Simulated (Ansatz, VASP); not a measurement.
Cr in VASP and in Ansatz

```
Cr
1.0
     0.00000    1.81134    1.81134
     1.81134    0.00000    1.81134
     1.81134    1.81134    0.00000
Cr
1
Direct
  0.00000 0.00000 0.00000
```

Alike in both runs: task single point; functional PBE; k mesh 10 × 10 × 10; occupations gaussian, width 0.05 eV; collinear spin.

|  | VASP | Ansatz |
| --- | --- | --- |
| version | VASP 6.6.1 | Ansatz 0.2.0 |
| potentials or method | VASP PAW PBE potentials, release 64 (Cr_pv), cutoff 520 eV | scalar-relativistic, plane waves, PAW |
| valence electrons in the cell | 12 | 14 |

VASP gave:

```
gap on the k mesh at the Fermi level (eV) : none
pressure (GPa)                            : -0.5
net moment per atom (μB)                  : 0.00
```

Problem. Which values does Ansatz return?

Solution. gap on the k mesh at the Fermi level (eV): none; pressure (GPa): 0.0; net moment per atom (μB): 0.00.

A gap of «none» marks a metal or a gap that the smearing closes. With one functional, cell and mesh, what is left measures potentials, basis and numerics. VASP's potentials hold 12 valence electrons a cell and Ansatz's 14, so a difference there can come from the potentials and not from the codes. Ansatz's warnings: seeded moment not kept.
